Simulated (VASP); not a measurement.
# GaAs (rocksalt type) (Fm-3m) in VASP: a series of runs, part 3 of 3

VASP 6.6.1. The steps go on from the part before.

## Step 4: Single point, PBE (volume scaled by 0.88)

The input, INCAR:

```
SYSTEM = GaAs
PREC = Accurate
ENCUT = 520
EDIFF = 1E-7
ISMEAR = -1
SIGMA = 0.08
LREAL = .FALSE.
LASPH = .TRUE.
NELM = 100
ALGO = Normal
ISIF = 2
LWAVE = .FALSE.
LCHARG = .FALSE.
GGA = PE
NBANDS = 16
```

The input, KPOINTS:

```
Automatic mesh
0
G
  15 15 15
  0 0 0
```

The input, POSCAR:

```
GaAs
1.0
    0.0000000000      2.5837208435      2.5837208435
    2.5837208435      0.0000000000      2.5837208435
    2.5837208435      2.5837208435      0.0000000000
Ga As
1 1
Direct
    0.0000000000      0.0000000000      0.0000000000
    0.5000000000      0.5000000000      0.5000000000
```

Potentials or basis: VASP PAW PBE potentials, release 64 (Ga_d, As).

Started as:

```sh
$ cat potpaw_PBE.64/Ga_d/POTCAR potpaw_PBE.64/As/POTCAR > POTCAR
$ mpirun -np 1 vasp_std > vasp.out
```

OUTCAR:

```text
SYSTEM = GaAs
   PREC = Accurate
   ENCUT = 520
   EDIFF = 1E-7
   ISMEAR = -1
   LREAL = .FALSE.
   LASPH = .TRUE.
   NELM = 100
   ISIF = 2
   GGA = PE

 ion  position               nearest neighbor table
   1  0.000  0.000  0.000-   2 2.58   2 2.58   2 2.58   2 2.58   2 2.58   2 2.58
   2  0.500  0.500  0.500-   1 2.58   1 2.58   1 2.58   1 2.58   1 2.58   1 2.58

  LATTYP: Found a face centered cubic cell.
 ALAT       =     5.1674416870

  Lattice vectors:

 A1 = (   0.0000000000,   2.5837208435,   2.5837208435)
 A2 = (   2.5837208435,   0.0000000000,   2.5837208435)
 A3 = (   2.5837208435,   2.5837208435,   0.0000000000)

Analysis of symmetry for initial positions (statically):
=====================================================================
 Subroutine PRICEL returns:
 Original cell was already a primitive cell.

 Routine SETGRP: Setting up the symmetry group for a
 face centered cubic supercell.

 Subroutine GETGRP returns: Found 48 space group operations
 (whereof 48 operations were pure point group operations)
 out of a pool of 48 trial point group operations.

The static configuration has the point symmetry O_h .

Analysis of symmetry for dynamics (positions and initial velocities):
=====================================================================
 Subroutine PRICEL returns:
 Original cell was already a primitive cell.

 Routine SETGRP: Setting up the symmetry group for a
 face centered cubic supercell.

 Subroutine GETGRP returns: Found 48 space group operations
 (whereof 48 operations were pure point group operations)
 out of a pool of 48 trial point group operations.

The dynamic configuration has the point symmetry O_h .

 Subroutine INISYM returns: Found 48 space group operations
 (whereof 48 operations are pure point group operations),
 and found     1 'primitive' translations

----------------------------------------------------------------------------------------

                                     Primitive cell

  volume of cell :      34.4958

  direct lattice vectors                    reciprocal lattice vectors
     0.000000000  2.583720844  2.583720844    -0.193519358  0.193519358  0.193519358
     2.583720844  0.000000000  2.583720844     0.193519358 -0.193519358  0.193519358
     2.583720844  2.583720844  0.000000000     0.193519358  0.193519358 -0.193519358

  length of vectors
     3.653933058  3.653933058  3.653933058     0.335185361  0.335185361  0.335185361

  position of ions in fractional coordinates (direct lattice)
     0.000000000  0.000000000  0.000000000
     0.500000000  0.500000000  0.500000000

  ion indices of the primitive-cell ions
   primitive index   ion index
                 1           1
                 2           2

----------------------------------------------------------------------------------------

 KPOINTS: Automatic mesh

Automatic generation of k-mesh.
 Grid dimensions read from file:
 generate k-points for:   15   15   15

 Generating k-lattice:

  Cartesian coordinates                     Fractional coordinates (reciprocal lattice)
    -0.012901291  0.012901291  0.012901291     0.066666667  0.000000000  0.000000000
     0.012901291 -0.012901291  0.012901291     0.000000000  0.066666667  0.000000000
     0.012901291  0.012901291 -0.012901291     0.000000000  0.000000000  0.066666667

  Length of vectors
     0.022345691  0.022345691  0.022345691

  Shift w.r.t. Gamma in fractional coordinates (k-lattice)
     0.000000000  0.000000000  0.000000000

 Subroutine IBZKPT returns following result:
 ===========================================

 Found    120 irreducible k-points:

 Following reciprocal coordinates:
            Coordinates               Weight
  0.000000  0.000000  0.000000      1.000000
  0.066667  0.000000  0.000000      8.000000
  0.133333  0.000000  0.000000      8.000000
  0.200000  0.000000  0.000000      8.000000
  0.266667  0.000000  0.000000      8.000000
  0.333333  0.000000  0.000000      8.000000
[... 16 lines left out ...]
  0.133333  0.133333  0.000000      6.000000
  0.200000  0.133333  0.000000     24.000000
 [... further k-points ...]
   k-points           NKPTS =    120   k-points in BZ     NKDIM =    120   number of bands    NBANDS=     16
   number of dos      NEDOS =    301   number of ions     NIONS =      2
   total plane-waves  NPLWV =  21952
   dimension x,y,z NGX =    28 NGY =   28 NGZ =   28
   dimension x,y,z NGXF=    56 NGYF=   56 NGZF=   56
   ions per type =               1   1
   NGX,Y,Z   is equivalent  to a cutoff of  12.74, 12.74, 12.74 a.u.
   NGXF,Y,Z  is equivalent  to a cutoff of  25.48, 25.48, 25.48 a.u.
 SYSTEM =  GaAs
   PREC   = accura    normal or accurate (medium, high low for compatibility)
   ISTART =      0    job   : 0-new  1-cont  2-samecut
   ICHARG =      2    charge: 1-file 2-atom 10-const
   ISPIN  =      1    spin polarized calculation?
   LNONCOLLINEAR =      F non collinear calculations
   LSORBIT =      F    spin-orbit coupling
   LASPH  =      T    aspherical Exc in radial PAW
   ENCUT  =  520.0 eV  38.22 Ry    6.18 a.u.   6.79  6.79  6.79*2*pi/ulx,y,z
   NELM   =    100;   NELMIN=  2; NELMDL= -5     # of ELM steps
   EDIFF  = 0.1E-06   stopping-criterion for ELM
   LREAL  =      F    real-space projection
   EDIFFG = 0.1E-05   stopping-criterion for IOM
   NSW    =      0    number of steps for IOM
   IBRION =     -1    ionic relax: 0-MD 1-quasi-New 2-CG
   NFREE  =      0    steps in history (QN), initial steepest desc. (CG)
   ISIF   =      2    stress and relaxation
   ISYM   =      2    0-nonsym 1-usesym 2-fastsym
   POTIM  = 0.5000    time-step for ionic-motion
   TEBEG  =    0.0;   TEEND  =   0.0 temperature during run
   PSTRESS=    0.0 pullay stress
   NELECT =      18.0000    total number of electrons
   NUPDOWN=      -1.0000    fix difference up-down
   EMIN   =  10.00;   EMAX   =-10.00  energy-range for DOS
   EFERMI =   0.00;   METHOD = LEGACY
   ISMEAR =    -1;   SIGMA  =   0.08  broadening in eV -4-tet -1-fermi 0-gaus
   EFERMI_NEDOS =   21; number of points for ismear=-14 and -15
   IALGO  =     38    algorithm
   IMIX   =      4    mixing-type and parameters
     AMIX     =   0.40;   BMIX     =  1.00
     AMIX_MAG =   1.60;   BMIX_MAG =  1.00
  volume/ion in A,a.u.               =      17.25       116.39
  Fermi-wavevector in a.u.,A,eV,Ry     =   1.317984  2.490628 23.634427  1.737081
  Thomas-Fermi vector in A             =   2.447986
   LORBIT       =      0    0 simple, 1 ext, 2 COOP (PROOUT), +10 PAW based schemes
   GGA     = PE    functional components
[... 5 lines left out ...]
 non-spin polarized calculation
  energy-cutoff  :      520.00
  volume of cell :       34.50
 maximum number of plane-waves:       944
   NGX = 13   NGY = 13   NGZ = 13

 number of electron      18.0000010 magnetization

 Free energy of the ion-electron system (eV)
  ---------------------------------------------------
  ext. energy  EPLUGINS =         0.00000000
  ---------------------------------------------------
  free energy    TOTEN  =        -7.47418476 eV

  energy without entropy =       -7.45264509  energy(sigma->0) =       -7.46341492

 E-fermi :   6.6217     XC(G=0): -11.2070

 val. band max:        6.6214944301   @ k =   0.1333   0.0000   0.0000
 cond. band min:       6.6226254025   @ k =   0.4000   0.1333   0.0667
 fundamental gap:      0.0011309724
 Fermi energy:         6.6217453651

 k-point     1 :       0.0000    0.0000    0.0000
  band No.  band energies     occupation
      1      -8.3442      2.00000
      2      -8.3442      2.00000
      3      -8.3192      2.00000
      4      -8.3192      2.00000
      5      -8.3192      2.00000
      6      -7.5320      2.00000
[... 8 lines left out ...]
     15      14.8743      0.00000
     16      14.8743      0.00000

 k-point     2 :       0.0667    0.0000    0.0000
  band No.  band energies     occupation
      1      -8.3459      2.00000
      2      -8.3459      2.00000
      3      -8.3196      2.00000
      4      -8.3177      2.00000
      5      -8.3177      2.00000
      6      -7.4643      2.00000
[... 8 lines left out ...]
     15      14.4443      0.00000
     16      14.8029      0.00000
[... 387 lines left out ...]
      5      -8.3097      2.00000
      6      -7.1615      2.00000
[... 8 lines left out ...]
     15      16.1642      0.00000
     16      16.1642      0.00000

 k-point    24 :       0.2000    0.1333    0.0000
  band No.  band energies     occupation
      1      -8.3924      2.00000
      2      -8.3406      2.00000
      3      -8.3271      2.00000
      4      -8.3051      2.00000
      5      -8.3029      2.00000
      6      -6.9077      2.00000
[... 8 lines left out ...]
     15      16.6422      0.00000
     16      16.6426      0.00000

 [... further k-points ...]

------------------------ aborting loop because EDIFF is reached ----------------------------------------

  FORCE on cell =-STRESS in cart. coord.  units (eV):
  Direction    XX          YY          ZZ          XY          YZ          ZX
  --------------------------------------------------------------------------------------
  -------------------------------------------------------------------------------------
  Total        2.7029763      2.7029763      2.7029763      0.0000000      0.0000000      0.0000000
  in kB      125.5411393    125.5411393    125.5411393      0.0000000      0.0000000      0.0000000
  external PRESSURE =     125.5411393 kB  Pullay stress =       0.0000000 kB

 VOLUME and BASIS-vectors are now :
 -----------------------------------------------------------------------------
  energy-cutoff  :      520.00
  volume of cell :       34.50
      direct lattice vectors                 reciprocal lattice vectors
     0.000000000  2.583720844  2.583720844    -0.193519358  0.193519358  0.193519358
     2.583720844  0.000000000  2.583720844     0.193519358 -0.193519358  0.193519358
     2.583720844  2.583720844  0.000000000     0.193519358  0.193519358 -0.193519358

 POSITION                                       TOTAL-FORCE (eV/Angst)
 -----------------------------------------------------------------------------------
      0.00000      0.00000      0.00000         0.000000      0.000000      0.000000
      2.58372      2.58372      2.58372         0.000000      0.000000     -0.000000
 -----------------------------------------------------------------------------------
    total drift:                               -0.000000      0.000000      0.000000

  FREE ENERGIE OF THE ION-ELECTRON SYSTEM (eV)
  ---------------------------------------------------
  free  energy   TOTEN  =        -7.4741847597 eV

  energy  without entropy=       -7.4526450884  energy(sigma->0) =       -7.46341492
```

OSZICAR:

```text
N       E                     dE             d eps       ncg     rms          rms(c)
DAV:   1     0.780318659908E+02    0.78032E+02   -0.89665E+03  4040   0.170E+03
DAV:   2    -0.223578797495E+01   -0.80268E+02   -0.76435E+02  4496   0.314E+02
DAV:   3    -0.750798863862E+01   -0.52722E+01   -0.52410E+01  4640   0.609E+01
DAV:   4    -0.756628164367E+01   -0.58293E-01   -0.58285E-01  4544   0.687E+00
DAV:   5    -0.756699417851E+01   -0.71253E-03   -0.71252E-03  4680   0.713E-01    0.268E+00
DAV:   6    -0.747833772599E+01    0.88656E-01   -0.15697E-01  5416   0.856E+00    0.159E+00
DAV:   7    -0.747371092577E+01    0.46268E-02   -0.29559E-02  5864   0.147E+00    0.588E-01
DAV:   8    -0.747415264756E+01   -0.44172E-03   -0.32804E-03  4872   0.829E-01    0.715E-02
DAV:   9    -0.747418743190E+01   -0.34784E-04   -0.34284E-04  4864   0.303E-01    0.549E-02
DAV:  10    -0.747418561101E+01    0.18209E-05   -0.14159E-05  4640   0.328E-02    0.422E-02
DAV:  11    -0.747418451605E+01    0.10950E-05   -0.90370E-06  4784   0.298E-02    0.312E-03
DAV:  12    -0.747418469349E+01   -0.17744E-06   -0.33805E-07  4328   0.474E-03    0.131E-03
DAV:  13    -0.747418475969E+01   -0.66202E-07   -0.36630E-08  3352   0.198E-03
   1 F= -.74741848E+01 E0= -.74634149E+01  d E =-.215397E-01
```

stdout:

```text
POSCAR found type information on POSCAR GaAs
 POSCAR found :  2 types and       2 ions
 scaLAPACK will be used
 LDA part: xc-table for (Slater+PW92), standard interpolation
 POSCAR, INCAR and KPOINTS ok, starting setup
 FFT: planning ... GRIDC
 FFT: planning ... GRID_SOFT
 FFT: planning ... GRID
 WAVECAR not read
 entering main loop
```

Run time: 49 s. Hardware: 1 thread of Intel Xeon Platinum 8488C (Sapphire Rapids), shared host; peak memory 0.2 GiB.

What came out:

```yaml
Free_energy: -7.4742 eV
Pressure: 12.6 GPa
Band_gap_on_the_k_mesh: zero (band 9 reaches 7.31 eV, above the bottom of band 10 at 3.67 eV)
```

## Step 5: Single point, PBE (volume scaled by 0.94)

The input, INCAR:

```
ALGO     = Normal         # electronic algorithm
EDIFF    = 1E-6           # SCF threshold, eV
ENCUT    = 520            # plane-wave cutoff, eV
GGA      = PE             # functional
ISIF     = 2              # what is computed and relaxed
ISMEAR   = -1             # smearing method
LASPH    = T              # aspherical terms in the spheres
LCHARG   = T              # write CHGCAR
LELF     = T              # ELF
LREAL    = F              # projectors in reciprocal space
LVHAR    = T            
LWAVE    = F              # write WAVECAR
NBANDS   = 16             # bands
NELM     = 60             # most SCF steps
PREC     = Accurate       # precision mode
SIGMA    = 0.08           # smearing width, eV
```

The input, KPOINTS:

```
k-points
0
Gamma
  15 15 15
```

The input, POSCAR:

```
GaAs
1.0
    0.0000000000      2.6411555683      2.6411555683
    2.6411555683      0.0000000000      2.6411555683
    2.6411555683      2.6411555683      0.0000000000
Ga As
1 1
Direct
    0.0000000000      0.0000000000      0.0000000000
    0.5000000000      0.5000000000      0.5000000000
```

Started as:

```sh
$ cat potpaw_PBE.64/Ga_d/POTCAR potpaw_PBE.64/As/POTCAR > POTCAR
$ mpirun -np 1 vasp_std > vasp.out
```

Wall time 39 s (1 thread of Intel Xeon Platinum 8488C (Sapphire Rapids), shared host); peak memory 0.21 GiB.

The run converged. Its results:

```
Free energy            : -7.6021 eV
Pressure               : 5.3 GPa
Band gap on the k mesh : zero (band 9 reaches 6.51 eV, above the bottom of band 10 at 3.17 eV)
```

Levels at points of the mesh, in eV from the Fermi level:
```
           k point  band 5  band 6  band 7  band 8  band 9  band 10  band 11  band 12  band 13  band 14
(0.00, 0.00, 0.00)  -14.83  -13.58    0.03    0.03    0.03     0.42     7.33     7.33     7.33     7.91
```

## Step 6: The runs side by side

| cell | gap on the mesh (eV) | pressure (GPa) |
| --- | --- | --- |
| a = 3.418 Å, angles 60.0°, 2 atoms | none | 50.9 |
| a = 3.540 Å, angles 60.0°, 2 atoms | none | 27.2 |
| a = 3.654 Å, angles 60.0°, 2 atoms | none | 12.6 |
| a = 3.735 Å, angles 60.0°, 2 atoms | none | 5.3 |

Alike in all rows: task single point; level PBE; potentials or basis VASP PAW PBE potentials, release 64 (Ga_d, As); no spin polarisation; k mesh 15 × 15 × 15; cutoff (eV) 520; smearing fermi-dirac 0.08 eV.

Total energies depend on the potentials used, so only differences within one code and one set of settings carry meaning.
